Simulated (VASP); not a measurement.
Input of a VASP 6.6.1 run:

INCAR

```
SYSTEM = SiC
PREC = Accurate ; ENCUT = 600
EDIFF = 1E-6 ; ISMEAR = 0
SIGMA = 0.01 ; LREAL = .FALSE.
LASPH = .TRUE. ; NELM = 120
ALGO = Normal ; ISIF = 2
LWAVE = .FALSE. ; LCHARG = .FALSE.
GGA = PE ; NBANDS = 26
GGA_COMPAT = .FALSE.
```

KPOINTS

```
Automatic mesh
0
G
  12 12 4
  0 0 0
```

File POSCAR:

```
SiC
1.0
    3.0941201826     -0.0000000029      0.0000000000
   -1.5470600888      2.6795866819      0.0000000000
    0.0000000000      0.0000000000     10.1293391958
Si C
4 4
Direct
    0.6666666667      0.3333333333      0.9378441882
    0.3333333333      0.6666666667      0.4378441882
    0.0000000000      0.0000000000      0.6878995562
    0.0000000000      0.0000000000      0.1878995562
    0.6666666667      0.3333333333      0.7498074459
    0.3333333333      0.6666666667      0.2498074459
    0.0000000000      0.0000000000      0.5004478097
    0.0000000000      0.0000000000      0.0004478097
```

Potentials or basis: VASP PAW PBE potentials, release 64 (Si, C).

Run with:

```bash
$ cat potpaw_PBE.64/Si/POTCAR potpaw_PBE.64/C/POTCAR > POTCAR
$ mpirun -np 1 vasp_std > vasp.out
```

Task: What does it give for the band gap on the k mesh?

Result: 2.22 eV (least direct gap 3.34 eV).

Task: Estimate the pressure.

Result: -0.2 GPa.

A k mesh can miss the band edges.
